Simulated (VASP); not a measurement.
Here is a VASP 6.6.1 calculation.

INCAR

```
PREC = Accurate
ENCUT = 600
EDIFF = 1E-6
ISMEAR = 0
SIGMA = 0.05
LREAL = False
LASPH = True
NELM = 120
ALGO = Normal
ISIF = 2
LWAVE = False
LCHARG = True
GGA = PE
IVDW = 12
LELF = True
LVHAR = True
NBANDS = 16
GGA_COMPAT = False
```

KPOINTS

```
regular mesh
0
Gamma
  12 12 4
```

The input POSCAR:

```
BN
1.0
    2.5064381059      0.0000000000      0.0000000000
   -1.2532190530      2.1706390727      0.0000000000
    0.0000000000      0.0000000000      6.6168468515
B N
2 2
Direct
    0.3667080375      0.6910986458      0.2500000000
    0.6666843259      0.3333462608      0.7500000000
    0.3333353391      0.6666681350      0.7500000000
    0.6408938713      0.3144663377      0.2500000000
```

Potentials or basis: VASP PAW PBE potentials, release 64 (B, N).

Command:

```bash
$ cat potpaw_PBE.64/B/POTCAR potpaw_PBE.64/N/POTCAR > POTCAR
$ mpirun -np 1 vasp_std > vasp.out
```

Question: What does it give for the largest force?

Answer: 4.767 eV/Å.

Question: What does it give for the dispersion energy per atom?

Answer: -0.141 eV.

Forces in eV/Å, atoms in the order of the input:
```
B   -2.743 -3.896  0.000
B   -0.002 -0.002  0.000
N    0.002 -0.001  0.000
N    2.743  3.899  0.000
```

Caveat: forces of over 1 eV/Å act on the atoms, so gaps and moduli don't describe the material at rest.
